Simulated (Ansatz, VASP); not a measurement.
# Two plane-wave programs on Sr2C

File INCAR:

```
SYSTEM = Sr2C
ALGO     = Normal         ! electronic algorithm
EDIFF    = 1E-6           ! SCF threshold, eV
ENCUT    = 520            ! plane-wave cutoff, eV
GGA      = PE             ! functional
ISIF     = 2              ! what is computed and relaxed
ISMEAR   = -1             ! smearing method
LASPH    = .TRUE.         ! aspherical terms in the spheres
LCHARG   = .FALSE.        ! write CHGCAR
LREAL    = .FALSE.        ! projectors in reciprocal space
LWAVE    = .FALSE.        ! write WAVECAR
NBANDS   = 19             ! bands
NELM     = 100            ! most SCF steps
PREC     = Accurate       ! precision mode
SIGMA    = 0.02           ! smearing width, eV
```

File KPOINTS:

```
k-points
0
G
  6 6 6
  0 0 0
```

File POSCAR:

```
Sr2C
1.0
    0.0000000000      3.1857510599      3.3797937235
    3.1857510599      0.0000000000      3.3797937235
    3.1857510599      3.1857510599      0.0000000000
C Sr
1 2
Direct
    0.0000000000      0.0000000000      0.0000000000
    0.2500000000      0.2500000000      0.2500000000
    0.7500000000      0.7500000000      0.7500000000
```

Input for Ansatz:

```yaml
crystal:
  lattice:
    - [0.0, 3.1857510599, 3.3797937235]
    - [3.1857510599, 0.0, 3.3797937235]
    - [3.1857510599, 3.1857510599, 0.0]
  atoms:
    - { symbol: C, position: [0.0, 0.0, 0.0] }
    - { symbol: Sr, position: [0.25, 0.25, 0.25] }
    - { symbol: Sr, position: [0.75, 0.75, 0.75] }
kpoints:
  mp_grid: { grid: [6, 6, 6] }
  band_path:
    path:
      - [0.0, 0.0, 0.0]
      - [0.5, 0.0, 0.5]
      - [0.625, 0.25, 0.625]
      - [0.375, 0.375, 0.75]
      - [0.5, 0.5, 0.5]
      - [0.5, 0.25, 0.75]
    npoints: 1
hamiltonian:
  xc: pbe
scf:
  occupations: { method: fermi_dirac, width: 0.02 }
  n_extra_bands: 4
output:
  forces: true
  stress: true
  eigenvalues: true
```

Change from the starting cell: epitaxial_xy strain -5.2%.

Alike in both runs: task single point; functional PBE; k mesh 6 × 6 × 6; occupations fermi-dirac, width 0.02 eV; no spin polarisation.

|  | VASP | Ansatz |
| --- | --- | --- |
| version | VASP 6.6.1 | Ansatz 0.2.0 |
| potentials or method | VASP PAW PBE potentials, release 64 (C, Sr_sv) | plane waves, PAW |
| plane-wave cutoff (eV) | 520 | 420 |
| valence electrons in the cell | 24 | 24 |

VASP gave:

```
pressure (GPa)                                                : 5.3
traceless stress, the component that is largest in VASP (GPa) : -4.61
```

**Question.** Estimate Ansatz's values.

**Answer.** Pressure (GPa): 4.9; traceless stress, the component that is largest in VASP (GPa): -4.59.
